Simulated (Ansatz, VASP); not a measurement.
MgO: VASP beside Ansatz

```
Mg O
1.0
     3.07220    0.00000    0.00000
    -1.53610    2.66060    0.00000
     0.00000    0.00000    4.71820
Mg O
2 2
Cartesian
  0.0000 1.7737 0.0173
  1.5361 0.8869 2.3764
  0.0000 1.7737 1.8917
  1.5361 0.8869 4.2508
```

Alike in both runs: task single point; functional PBEsol; k mesh 9 × 9 × 6; occupations gaussian, width 0.05 eV; no spin polarisation.

```csv
,VASP,Ansatz
version,VASP 6.6.1,Ansatz 0.2.0
potentials or method,"VASP PAW PBE potentials, release 64 (Mg, O), cutoff 520 eV","scalar-relativistic, plane waves, PAW"
valence electrons in the cell,16,32
```

```csv
,VASP,Ansatz,Ansatz less VASP
gap on the k mesh at the Fermi level (eV),4.61,4.61,-0.007
least direct gap on the mesh (eV),4.61,4.61,-0.007
```

VASP's potentials were made for PBE, not for PBEsol, and Ansatz warns of the same on its side. With one functional, cell and mesh, what is left measures potentials, basis and numerics. VASP's potentials hold 16 valence electrons a cell and Ansatz's 32, so a difference there can come from the potentials and not from the codes.
